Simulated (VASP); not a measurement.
# Al2O3 (R-3c) in VASP: settings compared

Al2O3 is run at these levels: RPBE, PBEsol; tasks: single point.

Everything below comes from runs of VASP 6.6.1. Logs are shortened: lines on timing, memory, paths and dates and some standing lists are left out, and cuts for length are marked.

**Measured values to compare with.**

From “Multi-petahertz electron interference in Cr:Al2O3 solid-state material”, 2018, pmc:5906618, for a bulk crystal of Al2O3: band gap 8.7 eV (optical).

The runs below are set against these values where they give the same quantity.

## Step 1: The cell of the first run

The structure is trigonal, space group R-3c (No. 167). The conventional cell has a = 4.760 Å, b = 4.760 Å, c = 12.996 Å, α = 90.00°, β = 90.00°, γ = 120.00°. Al (site symmetry 3) has 6 O at 1.85 to 1.97 Å within 2.5 Å. Within 2.9 Å of O (site symmetry 2) lie 4 Al at 1.85 to 1.97 Å and 12 O at 2.53 to 2.86 Å.

## Step 2: Single point, RPBE

Input file INCAR:

```
SYSTEM = Al2O3
PREC = Accurate ; ENCUT = 520
EDIFF = 1E-6 ; ISMEAR = -1
SIGMA = 0.05 ; LREAL = .False.
LASPH = .True. ; NELM = 80
ALGO = Normal ; ISIF = 2
LWAVE = .False. ; LCHARG = .False.
GGA = RP ; NBANDS = 35
```

Input file KPOINTS:

```
Automatic mesh
0
Gamma
  7 7 7
  0 0 0
```

Input file POSCAR:

```
Al2O3
1.0
    2.3802500000      1.3742379782      4.3318666667
   -2.3802500000      1.3742379782      4.3318666667
    0.0000000000     -2.7484759565      4.3318666667
Al O
4 6
Direct
    0.8521600000      0.8521600000      0.8521600000
    0.6478400000      0.6478400000      0.6478400000
    0.1478400000      0.1478400000      0.1478400000
    0.3521600000      0.3521600000      0.3521600000
    0.0566800000      0.7500000000      0.4433200000
    0.7500000000      0.4433200000      0.0566800000
    0.4433200000      0.0566800000      0.7500000000
    0.9433200000      0.2500000000      0.5566800000
    0.2500000000      0.5566800000      0.9433200000
    0.5566800000      0.9433200000      0.2500000000
```

Potentials or basis: VASP PAW PBE potentials, release 64 (Al, O).

Command:

```
$ cat potpaw_PBE.64/Al/POTCAR potpaw_PBE.64/O/POTCAR > POTCAR
$ mpirun -np 1 vasp_std > vasp.out
```

OUTCAR:

```text
SYSTEM = Al2O3
   PREC = Accurate
   ENCUT = 520
   EDIFF = 1E-6
   ISMEAR = -1
   LREAL = .False.
   LASPH = .True.
   NELM = 80
   ISIF = 2
   GGA = RP

 ion  position               nearest neighbor table
   1  0.852  0.852  0.852-   8 1.85   9 1.85  10 1.85   6 1.97   7 1.97   5 1.97   2 2.66   3 2.79
                             3 2.79   3 2.79   2 3.22   2 3.22   2 3.22
   2  0.648  0.648  0.648-   9 1.85   8 1.85  10 1.85   5 1.97   7 1.97   6 1.97   1 2.66   4 2.79
                             4 2.79   4 2.79   1 3.22   1 3.22   1 3.22
   3  0.148  0.148  0.148-   5 1.85   6 1.85   7 1.85   9 1.97  10 1.97   8 1.97   4 2.66   1 2.79
                             1 2.79   1 2.79   4 3.22   4 3.22   4 3.22
   4  0.352  0.352  0.352-   6 1.85   5 1.85   7 1.85   8 1.97  10 1.97   9 1.97   3 2.66   2 2.79
                             2 2.79   2 2.79   3 3.22   3 3.22   3 3.22
   5  0.057  0.750  0.443-   3 1.85   4 1.85   2 1.97   1 1.97
   6  0.750  0.443  0.057-   4 1.85   3 1.85   1 1.97   2 1.97
   7  0.443  0.057  0.750-   3 1.85   4 1.85   1 1.97   2 1.97
   8  0.943  0.250  0.557-   1 1.85   2 1.85   4 1.97   3 1.97
   9  0.250  0.557  0.943-   2 1.85   1 1.85   3 1.97   4 1.97
  10  0.557  0.943  0.250-   1 1.85   2 1.85   3 1.97   4 1.97

  LATTYP: Found a trigonal (rhomboedric) cell.
 ALAT       =     5.1302230849
 COS(alpha) =     0.5694707703

  Lattice vectors:

 A1 = (   2.3802500000,   1.3742379782,   4.3318666667)
 A2 = (  -2.3802500000,   1.3742379782,   4.3318666667)
 A3 = (   0.0000000000,  -2.7484759565,   4.3318666667)

Analysis of symmetry for initial positions (statically):
=====================================================================
 Subroutine PRICEL returns:
 Original cell was already a primitive cell.

 Routine SETGRP: Setting up the symmetry group for a
 trigonal (rhombohedral) supercell.

 Subroutine GETGRP returns: Found 12 space group operations
 (whereof  6 operations were pure point group operations)
 out of a pool of 12 trial point group operations.

The static configuration has the point symmetry S_6 .
 The point group associated with its full space group is D_3d.

Analysis of symmetry for dynamics (positions and initial velocities):
=====================================================================
 Subroutine PRICEL returns:
 Original cell was already a primitive cell.

 Routine SETGRP: Setting up the symmetry group for a
 trigonal (rhombohedral) supercell.

 Subroutine GETGRP returns: Found 12 space group operations
 (whereof  6 operations were pure point group operations)
 out of a pool of 12 trial point group operations.

[... 123 lines left out ...]
   ISIF   =      2    stress and relaxation
   ISYM   =      2    0-nonsym 1-usesym 2-fastsym
   POTIM  = 0.5000    time-step for ionic-motion
   TEBEG  =    0.0;   TEEND  =   0.0 temperature during run
   PSTRESS=    0.0 pullay stress
   NELECT =      48.0000    total number of electrons
   NUPDOWN=      -1.0000    fix difference up-down
   EMIN   =  10.00;   EMAX   =-10.00  energy-range for DOS
   EFERMI =   0.00;   METHOD = LEGACY
   ISMEAR =    -1;   SIGMA  =   0.05  broadening in eV -4-tet -1-fermi 0-gaus
   EFERMI_NEDOS =   21; number of points for ismear=-14 and -15
   IALGO  =     38    algorithm
   IMIX   =      4    mixing-type and parameters
     AMIX     =   0.40;   BMIX     =  1.00
     AMIX_MAG =   1.60;   BMIX_MAG =  1.00
  volume/ion in A,a.u.               =       8.50        57.37
  Fermi-wavevector in a.u.,A,eV,Ry     =   1.353064  2.556920 24.909299  1.830782
  Thomas-Fermi vector in A             =   2.480350
   LORBIT       =      0    0 simple, 1 ext, 2 COOP (PROOUT), +10 PAW based schemes
   GGA     = RP    functional components
   LHFCALC =     F    Hartree Fock is set to
   AEXX    =    0.0000 exact exchange contribution
   IVDW    =     0    specifies the selected vdW correction
   LEPSILON=     F    determine dielectric tensor
   LRPA    =     F    only Hartree local field effects (RPA)
 non-spin polarized calculation
  energy-cutoff  :      520.00
  volume of cell :       85.02
 maximum number of plane-waves:      2304
 NGX is ok and might be reduce to    40
   NGX = 19   NGY = 19   NGZ = 19

 number of electron      48.0000013 magnetization

 Free energy of the ion-electron system (eV)
  ---------------------------------------------------
  ext. energy  EPLUGINS =         0.00000000
  ---------------------------------------------------
  free energy    TOTEN  =       -70.84007953 eV

  energy without entropy =      -70.84007953  energy(sigma->0) =      -70.84007953

 E-fermi :   7.3876     XC(G=0): -11.4932

 val. band max:        6.2823332006   @ k =   0.0000   0.0000   0.0000
 cond. band min:      12.5951541503   @ k =   0.0000   0.0000   0.0000
 fundamental gap:      6.3128209497
 Fermi energy:         7.3876013953

 k-point     1 :       0.0000    0.0000    0.0000
  band No.  band energies     occupation
      1     -13.0282      2.00000
      2     -10.7260      2.00000
      3     -10.4531      2.00000
      4     -10.4531      2.00000
      5     -10.1419      2.00000
      6     -10.1419      2.00000
[... 901 lines left out ...]
     34      19.9892      0.00000
     35      20.2710      0.00000

 [... further k-points ...]
[... 5 lines left out ...]
  --------------------------------------------------------------------------------------
  -------------------------------------------------------------------------------------
  Total        6.4570569      6.4570569      6.0948323      0.0000000     -0.0000000      0.0000000
  in kB      121.6842430    121.6842430    114.8580631      0.0000000     -0.0000000      0.0000000
  external PRESSURE =     119.4088497 kB  Pullay stress =       0.0000000 kB

 VOLUME and BASIS-vectors are now :
 -----------------------------------------------------------------------------
  energy-cutoff  :      520.00
  volume of cell :       85.02
      direct lattice vectors                 reciprocal lattice vectors
     2.380250000  1.374237978  4.331866667     0.210061968  0.121279334  0.076949121
    -2.380250000  1.374237978  4.331866667    -0.210061968  0.121279334  0.076949121
     0.000000000 -2.748475957  4.331866667     0.000000000 -0.242558668  0.076949121

 POSITION                                       TOTAL-FORCE (eV/Angst)
 -----------------------------------------------------------------------------------
      0.00000     -0.00000     11.07433         0.000000      0.000000     -0.034031
      0.00000     -0.00000      8.41907         0.000000     -0.000000      0.034031
      0.00000     -0.00000      1.92127         0.000000     -0.000000      0.034031
      0.00000     -0.00000      4.57653         0.000000      0.000000     -0.034031
     -1.65027     -0.10988      5.41483         0.004812      0.008334      0.000000
      0.72998      1.48412      5.41483         0.004812     -0.008334      0.000000
      0.92030     -1.37424      5.41483        -0.009624      0.000000     -0.000000
      1.65027      0.10988      7.58077        -0.004812     -0.008334      0.000000
     -0.72998     -1.48412      7.58077        -0.004812      0.008334      0.000000
     -0.92030      1.37424      7.58077         0.009624      0.000000     -0.000000
 -----------------------------------------------------------------------------------
    total drift:                               -0.000000      0.000000     -0.000000

  FREE ENERGIE OF THE ION-ELECTRON SYSTEM (eV)
  ---------------------------------------------------
  free  energy   TOTEN  =       -70.8400795255 eV

  energy  without entropy=      -70.8400795254  energy(sigma->0) =      -70.84007953
```

stdout:

```text
POSCAR found type information on POSCAR AlO
 POSCAR found :  2 types and      10 ions
 scaLAPACK will be used
 -----------------------------------------------------------------------------
|                                                                             |
|                                                                             |
|     You enforced a specific xc type in the INCAR file but a different       |
|     I HOPE YOU KNOW WHAT YOU ARE DOING!                                     |
|                                                                             |
 -----------------------------------------------------------------------------

 LDA part: xc-table for (Slater+PW92), standard interpolation
 POSCAR, INCAR and KPOINTS ok, starting setup
 FFT: planning ... GRIDC
 FFT: planning ... GRID_SOFT
 FFT: planning ... GRID
 WAVECAR not read
 entering main loop
```

It took 67 s on 1 thread of Intel Xeon 6975P-C (Granite Rapids), shared host; peak memory 0.27 GiB.

What came out:

- Free energy: -70.8401 eV
- Pressure: 11.9 GPa
- Largest force: 0.034 eV/Å
- Band gap on the k mesh: 6.31 eV

Forces on the atoms (eV/Å):
```
Al   0.000  0.000 -0.034
Al   0.000  0.000  0.034
Al   0.000  0.000  0.034
Al   0.000  0.000 -0.034
O    0.005  0.008  0.000
O    0.005 -0.008  0.000
O   -0.010  0.000  0.000
O   -0.005 -0.008  0.000
O   -0.005  0.008  0.000
O    0.010  0.000  0.000
```

Levels at points of the mesh, in eV from the valence-band top:
```
           k point  band 20  band 21  band 22  band 23  band 24  band 25  band 26  band 27  band 28  band 29
(0.00, 0.00, 0.00)    -0.50    -0.50    -0.05    -0.05     0.00     6.31     9.25    10.88    11.61    11.61
```

Caveat: the cell stands under pressure; the PAW data sets were made with another functional, which shifts forces and pressure a little.

## Step 3: Single point, PBEsol

This run uses another cell than the first one, of 8.56 Å³/atom.

Input file INCAR:

```
SYSTEM = Al2O3
PREC = Accurate
ENCUT = 520
EDIFF = 1E-6
ISMEAR = -1
SIGMA = 0.05
LREAL = .FALSE.
LASPH = .TRUE.
NELM = 60
ALGO = Normal
ISIF = 2
LWAVE = .FALSE.
LCHARG = .TRUE.
GGA = PS
LELF = .TRUE.
LVHAR = .TRUE.
NBANDS = 35
```

Input file KPOINTS:

```
regular mesh
0
G
  7 7 7
  0 0 0
```

Input file POSCAR:

```
Al2O3
1.0
    2.3868961736      1.3780751484      4.3381877538
   -2.3868961736      1.3780751484      4.3381877538
    0.0000000000     -2.7561502968      4.3381877538
Al O
4 6
Direct
    0.8520793639      0.8520793639      0.8520793639
    0.6479206361      0.6479206361      0.6479206361
    0.1479206361      0.1479206361      0.1479206361
    0.3520793639      0.3520793639      0.3520793639
    0.0558605619      0.7500000000      0.4441394381
    0.7500000000      0.4441394381      0.0558605619
    0.4441394381      0.0558605619      0.7500000000
    0.9441394381      0.2500000000      0.5558605619
    0.2500000000      0.5558605619      0.9441394381
    0.5558605619      0.9441394381      0.2500000000
```

Potentials or basis: VASP PAW PBE potentials, release 64 (Al, O).

Command:

```
$ cat potpaw_PBE.64/Al/POTCAR potpaw_PBE.64/O/POTCAR > POTCAR
$ mpirun -np 1 vasp_std > vasp.out
```

Wall time 70 s (1 thread of Intel Xeon 6975P-C (Granite Rapids), shared host); peak memory 0.28 GiB.

Results (log left out):

```yaml
Free_energy: -78.6643 eV
Pressure: 0.1 GPa
Largest_force: 0.005 eV/Å
Band_gap_on_the_k_mesh: 6.04 eV
```

Forces on the atoms (eV/Å):
```
Al   0.000  0.000 -0.002
Al   0.000  0.000  0.002
Al   0.000  0.000  0.002
Al   0.000  0.000 -0.002
O   -0.002 -0.004  0.000
O   -0.002  0.004  0.000
O    0.005  0.000  0.000
O    0.002  0.004  0.000
O    0.002 -0.004  0.000
O   -0.005  0.000  0.000
```

Stress tensor (GPa, compression positive):
```
0.10 0.00 0.00
0.00 0.10 0.00
0.00 0.00 0.01
```

Levels at points of the mesh, in eV from the valence-band top:
| k point | band 20 | band 21 | band 22 | band 23 | band 24 | band 25 | band 26 | band 27 | band 28 | band 29 |
| --- | --- | --- | --- | --- | --- | --- | --- | --- | --- | --- |
| (0.00, 0.00, 0.00) | -0.50 | -0.50 | -0.04 | -0.04 | 0.00 | 6.04 | 8.91 | 10.59 | 11.34 | 11.34 |

Caveat: the PAW data sets were made with another functional, which shifts forces and pressure a little.

## Step 4: How close it comes

Step 3. A measured gap of Al2O3 is 8.7 eV (optical; quoted in “Multi-petahertz electron interference in Cr:Al2O3 solid-state material”, 2018, pmc:5906618); the calculated 6.04 eV misses it by -2.66 eV. The value is that of PBEsol on a finite k mesh, which can miss the band edges, without temperature or zero-point motion. Semilocal functionals fall short of measured gaps as a rule.
